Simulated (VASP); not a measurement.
# Hf4C (I4/m) in VASP: notebook, part 2 of 2

VASP 6.6.1.

### 3 Single point, PBE

This run uses another cell than the first one, of 20.19 Å³/atom.

Contents of INCAR:

```
PREC = Accurate ; ENCUT = 520
EDIFF = 1E-6 ; ISMEAR = 0
SIGMA = 0.1 ; LREAL = F
LASPH = T ; NELM = 60
ALGO = Normal ; ISIF = 2
LWAVE = F ; LCHARG = F
GGA = PE ; NBANDS = 30
```

Contents of KPOINTS:

```
regular mesh
0
Gamma
  10 10 10
```

Contents of POSCAR:

```
Hf4C
1.0
   -3.0706637544      3.0706637544      2.6769587600
    3.0706637544     -3.0706637544      2.6769587600
    3.0706637544      3.0706637544     -2.6769587600
Hf C
4 1
Direct
    0.3257175213      0.1576675937      0.4833851149
    0.1576675937      0.6742824787      0.8319500724
    0.6742824787      0.8423324063      0.5166148851
    0.8423324063      0.3257175213      0.1680499276
    0.0000000000      0.0000000000      0.0000000000
```

Potentials or basis: VASP PAW PBE potentials, release 64 (Hf_pv, C).

Run with:

```bash
cat potpaw_PBE.64/Hf_pv/POTCAR potpaw_PBE.64/C/POTCAR > POTCAR
mpirun -np 1 vasp_std > vasp.out
```

OUTCAR:

```text
PREC = Accurate
   ENCUT = 520
   EDIFF = 1E-6
   ISMEAR = 0
   LREAL = F
   LASPH = T
   NELM = 60
   ISIF = 2
   GGA = PE

 ion  position               nearest neighbor table
   1  0.326  0.158  0.483-   5 2.22   3 2.89   3 3.05   3 3.05   2 3.14   4 3.14   2 3.34   4 3.34
                             4 3.37   2 3.37   4 3.37   2 3.37
   2  0.158  0.674  0.832-   5 2.22   4 2.89   4 3.05   4 3.05   1 3.14   3 3.14   1 3.34   3 3.34
                             3 3.37   1 3.37   3 3.37   1 3.37
   3  0.674  0.842  0.517-   5 2.22   1 2.89   1 3.05   1 3.05   4 3.14   2 3.14   4 3.34   2 3.34
                             2 3.37   4 3.37   2 3.37   4 3.37
   4  0.842  0.326  0.168-   5 2.22   2 2.89   2 3.05   2 3.05   3 3.14   1 3.14   3 3.34   1 3.34
                             1 3.37   3 3.37   1 3.37   3 3.37
   5  0.000  0.000  0.000-   1 2.22   3 2.22   2 2.22   4 2.22

  LATTYP: Found a body centered tetragonal cell.
 ALAT       =     6.1413275088
 C/A-ratio  =     0.8717850517

  Lattice vectors:

 A1 = (  -3.0706637544,   3.0706637544,   2.6769587600)
 A2 = (   3.0706637544,  -3.0706637544,   2.6769587600)
 A3 = (   3.0706637544,   3.0706637544,  -2.6769587600)

Analysis of symmetry for initial positions (statically):
=====================================================================
 Subroutine PRICEL returns:
 Original cell was already a primitive cell.

 Routine SETGRP: Setting up the symmetry group for a
 body centered tetragonal supercell.

 Subroutine GETGRP returns: Found  8 space group operations
 (whereof  8 operations were pure point group operations)
 out of a pool of 16 trial point group operations.

The static configuration has the point symmetry C_4h.

Analysis of symmetry for dynamics (positions and initial velocities):
=====================================================================
 Subroutine PRICEL returns:
 Original cell was already a primitive cell.

 Routine SETGRP: Setting up the symmetry group for a
 body centered tetragonal supercell.
[... 133 lines left out ...]
  Fermi-wavevector in a.u.,A,eV,Ry     =   1.241186  2.345502 20.960368  1.540544
  Thomas-Fermi vector in A             =   2.375595
   LORBIT       =      0    0 simple, 1 ext, 2 COOP (PROOUT), +10 PAW based schemes
   GGA     = PE    functional components
   LHFCALC =     F    Hartree Fock is set to
   AEXX    =    0.0000 exact exchange contribution
   IVDW    =     0    specifies the selected vdW correction
   LEPSILON=     F    determine dielectric tensor
   LRPA    =     F    only Hartree local field effects (RPA)
 non-spin polarized calculation
 Gauss-broadening in eV      SIGMA  =   0.10
  energy-cutoff  :      520.00
  volume of cell :      100.96
 maximum number of plane-waves:      2757
 NGX is ok and might be reduce to    40
   NGX = 19   NGY = 19   NGZ = 19

 number of electron      44.0000001 magnetization

 Free energy of the ion-electron system (eV)
  ---------------------------------------------------
  ext. energy  EPLUGINS =         0.00000000
  ---------------------------------------------------
  free energy    TOTEN  =       -47.77418720 eV

  energy without entropy =      -47.75234952  energy(sigma->0) =      -47.76326836

 E-fermi :   4.4904     XC(G=0): -11.0483

 val. band max:        4.4899258908   @ k =   0.3000   0.2000   0.0000
 cond. band min:       4.4935956374   @ k =   0.5000   0.5000   0.4000
 fundamental gap:      0.0036697466
 Fermi energy:         4.4904426551

 k-point     1 :       0.0000    0.0000    0.0000
  band No.  band energies     occupation
      1     -26.2024      2.00000
      2     -26.0675      2.00000
      3     -26.0675      2.00000
      4     -26.0019      2.00000
      5     -26.0019      2.00000
      6     -25.9955      2.00000
[... 781 lines left out ...]
     29       7.7838      0.00000
     30       7.9398      0.00000

 [... further k-points ...]

------------------------ aborting loop because EDIFF is reached ----------------------------------------

  FORCE on cell =-STRESS in cart. coord.  units (eV):
  Direction    XX          YY          ZZ          XY          YZ          ZX
  --------------------------------------------------------------------------------------
  -------------------------------------------------------------------------------------
  Total       -0.2871779     -0.2871779     -0.2232932      0.0000017      0.0000000      0.0000000
  in kB       -4.5571723     -4.5571723     -3.5433979      0.0000268      0.0000000      0.0000000
  external PRESSURE =      -4.2192475 kB  Pullay stress =       0.0000000 kB

 VOLUME and BASIS-vectors are now :
 -----------------------------------------------------------------------------
  energy-cutoff  :      520.00
  volume of cell :      100.96
      direct lattice vectors                 reciprocal lattice vectors
    -3.070663754  3.070663754  2.676958760     0.000000000  0.162831244  0.186779119
     3.070663754 -3.070663754  2.676958760     0.162831244  0.000000000  0.186779119
     3.070663754  3.070663754 -2.676958760     0.162831244  0.162831244  0.000000000

 POSITION                                       TOTAL-FORCE (eV/Angst)
 -----------------------------------------------------------------------------------
      0.96829      2.00034      0.00000        -0.024377     -0.020362      0.000000
      4.14099      0.96829      0.00000         0.020362     -0.024377     -0.000000
      2.10238      1.07033      2.67696         0.024377      0.020362      0.000000
     -1.07033      2.10238      2.67696        -0.020362      0.024377      0.000000
      0.00000      0.00000      0.00000        -0.000000     -0.000000     -0.000000
 -----------------------------------------------------------------------------------
    total drift:                                0.000000      0.000000     -0.000000

  FREE ENERGIE OF THE ION-ELECTRON SYSTEM (eV)
  ---------------------------------------------------
  free  energy   TOTEN  =       -47.7741872020 eV

  energy  without entropy=      -47.7523495176  energy(sigma->0) =      -47.76326836
```

stdout:

```text
POSCAR found type information on POSCAR HfC
 POSCAR found :  2 types and       5 ions
 scaLAPACK will be used
 LDA part: xc-table for (Slater+PW92), standard interpolation
 POSCAR, INCAR and KPOINTS ok, starting setup
 FFT: planning ... GRIDC
 FFT: planning ... GRID_SOFT
 FFT: planning ... GRID
 WAVECAR not read
 entering main loop
```

It took 4 min on 1 thread of Intel Xeon 6975P-C (Granite Rapids), shared host; peak memory 0.49 GiB.

What came out:

| Quantity | Value |
| --- | --- |
| Free energy | -47.7742 eV |
| Pressure | -0.4 GPa |
| Largest force | 0.032 eV/Å |
| Band gap on the k mesh | zero (bands 22 and 23 overlap by 0.47 eV) |

Forces on the atoms (eV/Å):
```
Hf  -0.024 -0.020  0.000
Hf   0.020 -0.024  0.000
Hf   0.024  0.020  0.000
Hf  -0.020  0.024  0.000
C    0.000  0.000  0.000
```

Stress tensor (GPa, compression positive):
```
-0.46  0.00  0.00
 0.00 -0.46  0.00
 0.00  0.00 -0.35
```

Levels at points of the mesh, in eV from the Fermi level:
```
           k point  band 18  band 19  band 20  band 21  band 22  band 23  band 24  band 25  band 26  band 27
(0.00, 0.00, 0.00)    -1.78    -0.79    -0.79    -0.39     0.20     0.59     0.59     1.39     1.39     2.51
(0.50, 0.00, 0.00)    -1.82    -1.60    -0.81    -0.75    -0.03     0.22     0.34     0.70     1.12     2.09
(0.50, 0.50, 0.00)    -1.74    -1.31    -1.14    -0.90    -0.42     0.21     0.82     1.19     1.43     1.93
(0.50, 0.50, 0.50)    -1.74    -1.26    -1.26    -0.28    -0.22    -0.22     0.12     0.35     0.46     2.04
```

Caveat: spin-orbit coupling is left out, which moves the levels of the heavy elements.

The gap in the log of VASP goes by the Fermi energy; the results here count the filled bands.